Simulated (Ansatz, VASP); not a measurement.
## PtS2 in VASP and in Ansatz

```xyz
54
Lattice="10.6296 0.0000 0.0000 -5.3148 9.2055 0.0000 0.0000 0.0000 10.0776" Properties=species:S:1:pos:R:3 pbc="T T T"
Pt    0.0000    0.0000    0.0000
Pt    0.0000    0.0000    5.0388
Pt   -1.7716    3.0685    0.0000
Pt   -1.7716    3.0685    5.0388
Pt   -3.5432    6.1370    0.0000
Pt   -3.5432    6.1370    5.0388
Pt    3.5432    0.0000    0.0000
Pt    3.5432    0.0000    5.0388
Pt    1.7716    3.0685    0.0000
Pt    1.7716    3.0685    5.0388
Pt    0.0000    6.1370    0.0000
Pt    0.0000    6.1370    5.0388
Pt    7.0864    0.0000    0.0000
Pt    7.0864    0.0000    5.0388
Pt    5.3148    3.0685    0.0000
Pt    5.3148    3.0685    5.0388
Pt    3.5432    6.1370    0.0000
Pt    3.5432    6.1370    5.0388
S     0.0000    2.0457    1.1438
S     0.0000    2.0457    6.1826
S    -1.7716    5.1142    1.1438
S    -1.7716    5.1142    6.1826
S    -3.5432    8.1827    1.1438
S    -3.5432    8.1827    6.1826
S     3.5432    2.0457    1.1438
S     3.5432    2.0457    6.1826
S     1.7716    5.1142    1.1438
S     1.7716    5.1142    6.1826
S     0.0000    8.1827    1.1438
S     0.0000    8.1827    6.1826
S     7.0864    2.0457    1.1438
S     7.0864    2.0457    6.1826
S     5.3148    5.1142    1.1438
S     5.3148    5.1142    6.1826
S     3.5432    8.1827    1.1438
S     3.5432    8.1827    6.1826
S     1.7716    1.0228    3.8950
S     1.7716    1.0228    8.9338
S     0.0000    4.0913    3.8950
S     0.0000    4.0913    8.9338
S    -1.7716    7.1598    3.8950
S    -1.7716    7.1598    8.9338
S     5.3148    1.0228    3.8950
S     5.3148    1.0228    8.9338
S     3.5432    4.0913    3.8950
S     3.5432    4.0913    8.9338
S     1.7716    7.1598    3.8950
S     1.7716    7.1598    8.9338
S     8.8580    1.0228    3.8950
S     8.8580    1.0228    8.9338
S     7.0864    4.0913    3.8950
S     7.0864    4.0913    8.9338
S     5.3148    7.1598    3.8950
S     5.3148    7.1598    8.9338
```

Alike in both runs: task single point; functional PBE; k mesh 3 × 3 × 1; occupations gaussian, width 0.05 eV; no spin polarisation.

|  | VASP | Ansatz |
| --- | --- | --- |
| version | VASP 6.6.1 | Ansatz 0.2.0 |
| potentials or method | VASP PAW PBE potentials, release 64 (Pt, S), cutoff 520 eV | scalar-relativistic, plane waves, PAW |
| valence electrons in the cell | 396 | 540 |

```csv
,VASP,Ansatz,Ansatz less VASP
gap on the k mesh at the Fermi level (eV),1.10,1.09,-0.005
rms of the force components (eV/Å),0.575,0.596,+0.0211
```

Atom by atom the forces differ by 0.021 eV/Å (rms over components). VASP's potentials hold 396 valence electrons a cell and Ansatz's 540, so a difference there can come from the potentials and not from the codes. Ansatz's warnings: structure snapped to symmetry.

The k mesh is coarse, so the values compare programs but aren't converged. Neither program's run includes spin-orbit coupling.
